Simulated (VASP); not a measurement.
The system is CaSe.

```
Ca Se
1.0
     0.00000    2.96754    2.96754
     2.96754    0.00000    2.96754
     2.96754    2.96754    0.00000
Ca Se
1 1
Direct
  0.00000 0.00000 0.00000
  0.50000 0.50000 0.50000
```

Base run:

- Program: VASP 6.6.1
- Functional: PBE
- Potentials or basis: VASP PAW PBE potentials, release 64 (Ca_sv, Se)
- Cutoff: 520 eV
- k mesh: 8 × 8 × 8
- Occupations: fermi-dirac, width 0.02 eV
- Spin: no spin polarisation

Its results: band gap on the k mesh 2.05 eV, indirect (least direct gap 2.97 eV); pressure 0.7 GPa.

Problem. The run is repeated on the same cell with these changes: functional from PBE to r2SCAN; occupations from fermi-dirac, width 0.02 eV to gaussian, width 0.01 eV. What comes out?

Solution. Band gap on the k mesh 2.52 eV, indirect (least direct gap 3.46 eV); pressure 0.2 GPa.

Caveats: the PAW data sets were made with another functional, which shifts forces and pressure a little (some runs).

A k mesh can miss the band edges.
